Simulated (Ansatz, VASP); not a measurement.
# AsSe3: VASP beside Ansatz

File INCAR:

```
PREC     = Accurate       # precision mode
ENCUT    = 600            # plane-wave cutoff, eV
EDIFF    = 1E-6           # SCF threshold, eV
ISMEAR   = 0              # smearing method
SIGMA    = 0.1            # smearing width, eV
LREAL    = False          # projectors in reciprocal space
LASPH    = True           # aspherical terms in the spheres
NELM     = 60             # most SCF steps
ALGO     = Normal         # electronic algorithm
ISIF     = 3              # what is computed and relaxed
LWAVE    = False          # write WAVECAR
LCHARG   = False          # write CHGCAR
GGA      = PE             # functional
IBRION   = 2              # ionic algorithm
NSW      = 100            # ionic steps
EDIFFG   = -0.01          # ionic threshold
```

File KPOINTS:

```
Automatic mesh
0
Gamma
  12 12 12
```

The input POSCAR:

```
AsSe3
1.0
    0.0000000000      3.4293410130      3.4293410130
    3.4293410130      0.0000000000      3.4293410130
    3.4293410130      3.4293410130      0.0000000000
As Se
1 3
Direct
    0.0000000000      0.0000000000      0.0000000000
    0.2500000000      0.2500000000      0.2500000000
    0.7500000000      0.7500000000      0.7500000000
    0.5000000000      0.5000000000      0.5000000000
```

Input for Ansatz:

```yaml
crystal:
  lattice:
    - [0.0, 3.429341013, 3.429341013]
    - [3.429341013, 0.0, 3.429341013]
    - [3.429341013, 3.429341013, 0.0]
  atoms:
    - { symbol: As, position: [0.0, 0.0, 0.0] }
    - { symbol: Se, position: [0.25, 0.25, 0.25] }
    - { symbol: Se, position: [0.75, 0.75, 0.75] }
    - { symbol: Se, position: [0.5, 0.5, 0.5] }
basis:
  ecutwfc: 420
kpoints:
  mp_grid: { grid: [12, 12, 12] }
hamiltonian:
  xc: pbe
scf:
  occupations: { method: gaussian, width: 0.1 }
output:
  forces: true
  stress: true
  eigenvalues: true
relax:
  adjacent_minimum: "off"
  f_tol: 0.01
  max_steps: 80
  cell: { stress_tol: 0.05 }
```

Change from the starting cell: species swapped into the Rb3Cd type (Fm-3m, No. 225).

Alike in both runs: task relaxation of cell and atoms; functional PBE; k mesh 12 × 12 × 12; occupations gaussian, width 0.1 eV; no spin polarisation.

|  | VASP | Ansatz |
| --- | --- | --- |
| version | VASP 6.6.1 | Ansatz 0.2.0 |
| potentials or method | VASP PAW PBE potentials, release 64 (As, Se), cutoff 600 eV | scalar-relativistic, plane waves, PAW |
| valence electrons in the cell | 23 | 63 |

|  | VASP | Ansatz | Ansatz less VASP |
| --- | --- | --- | --- |
| gap on the k mesh at the Fermi level, each at its own relaxed structure (eV) | none | none | - |
| relaxed volume (Å³/atom) | 20.08 | 20.08 | -0.002 |
| relaxed cell length with the largest relative difference (Å) | 4.843 | 4.843 | -0.0001 |

A gap of «none» marks a metal or a gap that the smearing closes. VASP's potentials hold 23 valence electrons a cell and Ansatz's 63, so a difference there can come from the potentials and not from the codes.
